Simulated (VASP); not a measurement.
# PbSe (I4/mmm) in VASP: further runs

PbSe is run at these levels: PBE; tasks: single point.

Program: VASP 6.6.1. These are calculated values, not measurements. Logs are shortened: lines on timing, memory, paths and dates and some standing lists are left out, and cuts for length are marked.

## (1) The cell of the first run

It takes space group I4/mmm (No. 139, tetragonal). Conventional cell: a = 4.465 Å, b = 4.465 Å, c = 6.201 Å, α = 90.00°, β = 90.00°, γ = 90.00°. Within 4.1 Å of Pb (site symmetry 4/mmm) lie 6 Se at 3.10 to 3.16 Å. Within 4.1 Å of Se (site symmetry 4/mmm) lie 6 Pb at 3.10 to 3.16 Å.

## (2) Single point, PBE

The input, INCAR:

```
ALGO = Normal
EDIFF = 1E-6
ENCUT = 520
GGA = PE
ISIF = 2
ISMEAR = 0
LASPH = True
LCHARG = True
LELF = True
LREAL = False
LVHAR = True
LWAVE = False
NBANDS = 28
NELM = 100
PREC = Accurate
SIGMA = 0.02
```

The input, KPOINTS:

```
k-points
0
Gamma
  8 8 6
```

The input, POSCAR:

```
PbSe
1.0
    4.4647380387      0.0000000000      0.0000000000
    0.0000000000      4.4647380387      0.0000000000
    0.0000000000      0.0000000000      6.2007666703
Pb Se
2 2
Direct
    0.0000000000      0.0000000000      0.0000000000
    0.5000000000      0.5000000000      0.5000000000
    0.5000000000      0.5000000000      0.0000000000
    0.0000000000      0.0000000000      0.5000000000
```

Potentials or basis: VASP PAW PBE potentials, release 64 (Pb_d, Se).

Run with:

```bash
cat potpaw_PBE.64/Pb_d/POTCAR potpaw_PBE.64/Se/POTCAR > POTCAR
mpirun -np 1 vasp_std > vasp.out
```

OUTCAR:

```text
EDIFF = 1E-6
   ENCUT = 520
   GGA = PE
   ISIF = 2
   ISMEAR = 0
   LASPH = True
   LREAL = False
   NELM = 100
   PREC = Accurate

 ion  position               nearest neighbor table
   1  0.000  0.000  0.000-   4 3.10   4 3.10   3 3.16   3 3.16   3 3.16   3 3.16
   2  0.500  0.500  0.500-   3 3.10   3 3.10   4 3.16   4 3.16   4 3.16   4 3.16
   3  0.500  0.500  0.000-   2 3.10   2 3.10   1 3.16   1 3.16   1 3.16   1 3.16
   4  0.000  0.000  0.500-   1 3.10   1 3.10   2 3.16   2 3.16   2 3.16   2 3.16

  LATTYP: Found a simple tetragonal cell.
 ALAT       =     4.4647380387
 C/A-ratio  =     1.3888310169

  Lattice vectors:

 A1 = (   4.4647380387,   0.0000000000,   0.0000000000)
 A2 = (   0.0000000000,   4.4647380387,   0.0000000000)
 A3 = (   0.0000000000,   0.0000000000,   6.2007666703)

Analysis of symmetry for initial positions (statically):
=====================================================================
 Subroutine PRICEL returns following result:

  LATTYP: Found a body centered tetragonal cell.
 ALAT       =     4.4647380387
 C/A-ratio  =     1.3888310169

  Lattice vectors:

 A1 = (  -2.2323690194,  -2.2323690194,  -3.1003833351)
 A2 = (   2.2323690194,   2.2323690194,  -3.1003833351)
 A3 = (   2.2323690194,  -2.2323690193,   3.1003833351)

   2 primitive cells build up your supercell.

 Routine SETGRP: Setting up the symmetry group for a
 simple tetragonal supercell.

 Subroutine GETGRP returns: Found 16 space group operations
 (whereof 16 operations were pure point group operations)
 out of a pool of 16 trial point group operations.

The static configuration has the point symmetry D_4h.

Analysis of symmetry for dynamics (positions and initial velocities):
=====================================================================
 Subroutine PRICEL returns following result:

  LATTYP: Found a body centered tetragonal cell.
 ALAT       =     4.4647380387
 C/A-ratio  =     1.3888310169

  Lattice vectors:

 A1 = (  -2.2323690194,  -2.2323690194,  -3.1003833351)
 A2 = (   2.2323690194,   2.2323690194,  -3.1003833351)
 A3 = (   2.2323690194,  -2.2323690193,   3.1003833351)

   2 primitive cells build up your supercell.

 Routine SETGRP: Setting up the symmetry group for a
 simple tetragonal supercell.

 Subroutine GETGRP returns: Found 16 space group operations
 (whereof 16 operations were pure point group operations)
 out of a pool of 16 trial point group operations.

The dynamic configuration has the point symmetry D_4h.

 Subroutine INISYM returns: Found 16 space group operations
 (whereof 16 operations are pure point group operations),
 and found     2 'primitive' translations

----------------------------------------------------------------------------------------

                                     Primitive cell

  volume of cell :      61.8027

  direct lattice vectors                    reciprocal lattice vectors
    -2.232369019 -2.232369019 -3.100383335     0.000000000 -0.223977306 -0.161270380
     2.232369019  2.232369019 -3.100383335     0.223977306  0.000000000 -0.161270380
     2.232369019 -2.232369019  3.100383335     0.223977306 -0.223977306  0.000000000

  length of vectors
     4.424852506  4.424852506  4.424852506     0.275996321  0.275996321  0.316751744

  position of ions in fractional coordinates (direct lattice)
     0.000000000  0.000000000  0.000000000
     0.500000000  0.500000000  0.000000000

  ion indices of the primitive-cell ions
   primitive index   ion index
                 1           1
                 2           4

----------------------------------------------------------------------------------------

 KPOINTS: k-points

Automatic generation of k-mesh.
 Grid dimensions read from file:
 generate k-points for:    8    8    6

 Generating k-lattice:

  Cartesian coordinates                     Fractional coordinates (reciprocal lattice)
     0.027997163  0.000000000  0.000000000     0.125000000  0.000000000  0.000000000
     0.000000000  0.027997163  0.000000000     0.000000000  0.125000000  0.000000000
     0.000000000  0.000000000  0.026878397     0.000000000  0.000000000  0.166666667

  Length of vectors
     0.027997163  0.027997163  0.026878397

  Shift w.r.t. Gamma in fractional coordinates (k-lattice)
     0.000000000  0.000000000  0.000000000

 Subroutine IBZKPT returns following result:
 ===========================================

 Found     60 irreducible k-points:

 Following reciprocal coordinates:
            Coordinates               Weight
  0.000000  0.000000  0.000000      1.000000
  0.125000  0.000000  0.000000      4.000000
  0.250000  0.000000  0.000000      4.000000
  0.375000  0.000000  0.000000      4.000000
  0.500000  0.000000  0.000000      2.000000
  0.125000  0.125000  0.000000      4.000000
[... 16 lines left out ...]
  0.375000  0.125000  0.166667     16.000000
  0.500000  0.125000  0.166667      8.000000
 [... further k-points ...]
   k-points           NKPTS =     60   k-points in BZ     NKDIM =     60   number of bands    NBANDS=     28
   number of dos      NEDOS =    301   number of ions     NIONS =      4
   total plane-waves  NPLWV =  62208
   dimension x,y,z NGX =    36 NGY =   36 NGZ =   48
   dimension x,y,z NGXF=    72 NGYF=   72 NGZF=   96
   ions per type =               2   2
   NGX,Y,Z   is equivalent  to a cutoff of  13.40, 13.40, 12.87 a.u.
   NGXF,Y,Z  is equivalent  to a cutoff of  26.81, 26.81, 25.74 a.u.
 SYSTEM =  unknown system
   PREC   = accura    normal or accurate (medium, high low for compatibility)
   ISTART =      0    job   : 0-new  1-cont  2-samecut
   ICHARG =      2    charge: 1-file 2-atom 10-const
   ISPIN  =      1    spin polarized calculation?
   LNONCOLLINEAR =      F non collinear calculations
   LSORBIT =      F    spin-orbit coupling
   LASPH  =      T    aspherical Exc in radial PAW
   ENCUT  =  520.0 eV  38.22 Ry    6.18 a.u.   8.30  8.30 11.53*2*pi/ulx,y,z
   NELM   =    100;   NELMIN=  2; NELMDL= -5     # of ELM steps
   EDIFF  = 0.1E-05   stopping-criterion for ELM
   LREAL  =      F    real-space projection
   EDIFFG = 0.1E-04   stopping-criterion for IOM
   NSW    =      0    number of steps for IOM
   IBRION =     -1    ionic relax: 0-MD 1-quasi-New 2-CG
   NFREE  =      0    steps in history (QN), initial steepest desc. (CG)
   ISIF   =      2    stress and relaxation
   ISYM   =      2    0-nonsym 1-usesym 2-fastsym
   POTIM  = 0.5000    time-step for ionic-motion
   TEBEG  =    0.0;   TEEND  =   0.0 temperature during run
   PSTRESS=    0.0 pullay stress
   NELECT =      40.0000    total number of electrons
   NUPDOWN=      -1.0000    fix difference up-down
   EMIN   =  10.00;   EMAX   =-10.00  energy-range for DOS
   EFERMI =   0.00;   METHOD = LEGACY
   ISMEAR =     0;   SIGMA  =   0.02  broadening in eV -4-tet -1-fermi 0-gaus
   EFERMI_NEDOS =   21; number of points for ismear=-14 and -15
   IALGO  =     38    algorithm
   IMIX   =      4    mixing-type and parameters
     AMIX     =   0.40;   BMIX     =  1.00
     AMIX_MAG =   1.60;   BMIX_MAG =  1.00
  volume/ion in A,a.u.               =      30.90       208.53
  Fermi-wavevector in a.u.,A,eV,Ry     =   1.123955  2.123968 17.187907  1.263276
  Thomas-Fermi vector in A             =   2.260624
   LORBIT       =      0    0 simple, 1 ext, 2 COOP (PROOUT), +10 PAW based schemes
   GGA     = PE    functional components
   LHFCALC =     F    Hartree Fock is set to
   AEXX    =    0.0000 exact exchange contribution
   IVDW    =     0    specifies the selected vdW correction
   LEPSILON=     F    determine dielectric tensor
   LRPA    =     F    only Hartree local field effects (RPA)
 non-spin polarized calculation
 Gauss-broadening in eV      SIGMA  =   0.02
  energy-cutoff  :      520.00
  volume of cell :      123.61
 maximum number of plane-waves:      3356
 NGX is ok and might be reduce to    36
   NGX = 17   NGY = 17   NGZ = 23

 number of electron      39.9999990 magnetization

 Free energy of the ion-electron system (eV)
  ---------------------------------------------------
  ext. energy  EPLUGINS =         0.00000000
  ---------------------------------------------------
  free energy    TOTEN  =       -16.37573363 eV

  energy without entropy =      -16.37573363  energy(sigma->0) =      -16.37573363

 E-fermi :   4.2713     XC(G=0):  -9.1880

 val. band max:        4.1341540227   @ k =   0.5000   0.0000   0.5000
 cond. band min:       4.6414621597   @ k =   0.5000   0.0000   0.5000
 fundamental gap:      0.5073081370
 Fermi energy:         4.2713381213

 k-point     1 :       0.0000    0.0000    0.0000
  band No.  band energies     occupation
      1     -12.6321      2.00000
      2     -12.5750      2.00000
      3     -12.5613      2.00000
      4     -12.5555      2.00000
      5     -12.5546      2.00000
      6     -12.5546      2.00000
[... 20 lines left out ...]
     27      10.0559      0.00000
     28      10.8143      0.00000

 k-point     2 :       0.1250    0.0000    0.0000
  band No.  band energies     occupation
      1     -12.6261      2.00000
      2     -12.5718      2.00000
      3     -12.5595      2.00000
      4     -12.5571      2.00000
      5     -12.5544      2.00000
      6     -12.5532      2.00000
[... 20 lines left out ...]
     27       9.9214      0.00000
     28      10.6700      0.00000

 k-point     3 :       0.2500    0.0000    0.0000
  band No.  band energies     occupation
      1     -12.6105      2.00000
      2     -12.5635      2.00000
      3     -12.5609      2.00000
      4     -12.5578      2.00000
      5     -12.5533      2.00000
      6     -12.5501      2.00000
[... 20 lines left out ...]
     27      10.0062      0.00000
     28      10.8041      0.00000

 k-point     4 :       0.3750    0.0000    0.0000
  band No.  band energies     occupation
      1     -12.5916      2.00000
      2     -12.5638      2.00000
      3     -12.5630      2.00000
      4     -12.5580      2.00000
      5     -12.5532      2.00000
      6     -12.5504      2.00000
[... 578 lines left out ...]
     27      10.1106      0.00000
     28      10.6321      0.00000

 k-point    23 :       0.3750    0.1250    0.1667
  band No.  band energies     occupation
      1     -12.5921      2.00000
      2     -12.5771      2.00000
      3     -12.5591      2.00000
      4     -12.5563      2.00000
      5     -12.5535      2.00000
      6     -12.5494      2.00000
[... 20 lines left out ...]
     27      10.2860      0.00000
     28      11.7299      0.00000

 k-point    24 :       0.5000    0.1250    0.1667
  band No.  band energies     occupation
      1     -12.5843      2.00000
      2     -12.5843      2.00000
      3     -12.5587      2.00000
      4     -12.5587      2.00000
      5     -12.5500      2.00000
      6     -12.5500      2.00000
[... 20 lines left out ...]
     27      10.9086      0.00000
     28      10.9086      0.00000

 [... further k-points ...]

------------------------ aborting loop because EDIFF is reached ----------------------------------------

  FORCE on cell =-STRESS in cart. coord.  units (eV):
  Direction    XX          YY          ZZ          XY          YZ          ZX
  --------------------------------------------------------------------------------------
  -------------------------------------------------------------------------------------
  Total       -1.3724364     -1.3724364     -0.0483565      0.0000000      0.0000000      0.0000000
  in kB      -17.7895698    -17.7895698     -0.6267986      0.0000000      0.0000000      0.0000000
  external PRESSURE =     -12.0686461 kB  Pullay stress =       0.0000000 kB

 VOLUME and BASIS-vectors are now :
 -----------------------------------------------------------------------------
  energy-cutoff  :      520.00
  volume of cell :      123.61
      direct lattice vectors                 reciprocal lattice vectors
     4.464738039  0.000000000  0.000000000     0.223977306  0.000000000  0.000000000
     0.000000000  4.464738039  0.000000000     0.000000000  0.223977306  0.000000000
     0.000000000  0.000000000  6.200766670     0.000000000  0.000000000  0.161270380

 POSITION                                       TOTAL-FORCE (eV/Angst)
 -----------------------------------------------------------------------------------
      0.00000      0.00000      0.00000         0.000000      0.000000      0.000000
      2.23237      2.23237      3.10038        -0.000000     -0.000000     -0.000000
      2.23237      2.23237      0.00000         0.000000      0.000000      0.000000
      0.00000      0.00000      3.10038         0.000000      0.000000      0.000000
 -----------------------------------------------------------------------------------
    total drift:                                0.000000      0.000000      0.000000

  FREE ENERGIE OF THE ION-ELECTRON SYSTEM (eV)
  ---------------------------------------------------
  free  energy   TOTEN  =       -16.3757336339 eV

  energy  without entropy=      -16.3757336339  energy(sigma->0) =      -16.37573363
```

Wall time 2.6 min (1 thread of Intel Xeon Platinum 8259CL at 2.50GHz (Skylake/Cascade Lake), shared host); peak memory 0.34 GiB.

Results:

| Quantity | Value |
| --- | --- |
| Free energy | -16.3757 eV |
| Pressure | -1.2 GPa |
| Band gap on the k mesh | 0.51 eV |

Stress tensor (GPa, compression positive):
```
-1.78  0.00  0.00
 0.00 -1.78  0.00
 0.00  0.00 -0.06
```

Caveat: spin-orbit coupling is left out, which moves the levels of the heavy elements. A k mesh can miss the band edges.

## (3) Single point, PBE

The input, INCAR:

```
SYSTEM = PbSe
  PREC = Accurate
  ENCUT = 520
  EDIFF = 1E-6
  ISMEAR = 0
  SIGMA = 0.02
  LREAL = .False.
  LASPH = .True.
  NELM = 100
  ALGO = Normal
  ISIF = 2
  LWAVE = .False.
  LCHARG = .False.
  GGA = PE
  NBANDS = 28
```

The input, KPOINTS:

```
regular mesh
0
Gamma
  8 8 6
  0 0 0
```

POSCAR is that of step 2.

Potentials or basis: VASP PAW PBE potentials, release 64 (Pb_d, Se).

Run with:

```bash
cat potpaw_PBE.64/Pb_d/POTCAR potpaw_PBE.64/Se/POTCAR > POTCAR
mpirun -np 1 vasp_std > vasp.out
```

Run time: 2.4 min. Hardware: 1 thread of Intel Xeon Platinum 8259CL at 2.50GHz (Skylake/Cascade Lake), shared host; peak memory 0.34 GiB.

It converged, with:

| Quantity | Value |
| --- | --- |
| Free energy | -16.3757 eV |
| Pressure | -1.2 GPa |
| Band gap on the k mesh | 0.51 eV |

Stress tensor (GPa, compression positive):
```
-1.78  0.00  0.00
 0.00 -1.78  0.00
 0.00  0.00 -0.06
```

Levels at points of the mesh, in eV from the valence-band top:
```tsv
k point	band 17	band 18	band 19	band 20	band 21	band 22	band 23	band 24
(0.00, 0.00, 0.00)	-2.76	-1.61	-1.46	-1.46	4.00	4.46	4.46	4.85
(0.50, 0.00, 0.00)	-1.30	-1.30	-0.70	-0.70	1.49	1.49	2.30	2.30
(0.50, 0.50, 0.00)	-2.82	-2.82	-2.64	-2.64	4.07	4.07	5.21	5.21
(0.00, 0.00, 0.50)	-2.15	-2.15	-1.23	-1.23	2.43	2.43	4.54	4.54
(0.50, 0.00, 0.50)	-1.13	-1.13	0.00	0.00	0.51	0.51	1.84	1.84
(0.50, 0.50, 0.50)	-3.60	-3.60	-0.53	-0.53	2.04	2.04	4.84	4.84
```

Caveat: spin-orbit coupling is left out, which moves the levels of the heavy elements.
